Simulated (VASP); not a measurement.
Input of a VASP 6.6.1 run:

Contents of INCAR:

```
SYSTEM = Sb
PREC     = Accurate       ! precision mode
ENCUT    = 520            ! plane-wave cutoff, eV
EDIFF    = 1E-6           ! SCF threshold, eV
ISMEAR   = -1             ! smearing method
SIGMA    = 0.05           ! smearing width, eV
LREAL    = .FALSE.        ! projectors in reciprocal space
LASPH    = .TRUE.         ! aspherical terms in the spheres
NELM     = 100            ! most SCF steps
ALGO     = Normal         ! electronic algorithm
ISIF     = 2              ! what is computed and relaxed
LWAVE    = .FALSE.        ! write WAVECAR
LCHARG   = .FALSE.        ! write CHGCAR
GGA      = PS             ! functional
NBANDS   = 12             ! bands
```

File KPOINTS:

```
Automatic mesh
0
G
  9 9 5
  0 0 0
```

The input POSCAR:

```
Sb
1.0
    3.3320180998      0.0000000000      0.0000000000
   -1.6660090499      2.8856123203      0.0000000000
    0.0000000000      0.0000000000      5.4334470562
Sb
2
Direct
    0.6666666667      0.3333333333      0.7500000000
    0.3333333333      0.6666666667      0.2500000000
```

Potentials or basis: VASP PAW PBE potentials, release 64 (Sb).

The run is started by

```sh
$ cat potpaw_PBE.64/Sb/POTCAR > POTCAR
$ mpirun -np 1 vasp_std > vasp.out
```

(1) Estimate the band gap on the k mesh.

(2) Predict the pressure.

Results:

(1) zero (band 5 reaches 13.05 eV, above the bottom of band 6 at 5.93 eV).

(2) -0.4 GPa.

Caveat: the PAW data sets were made with another functional, which shifts forces and pressure a little; spin-orbit coupling is left out, which moves the levels of the heavy elements.
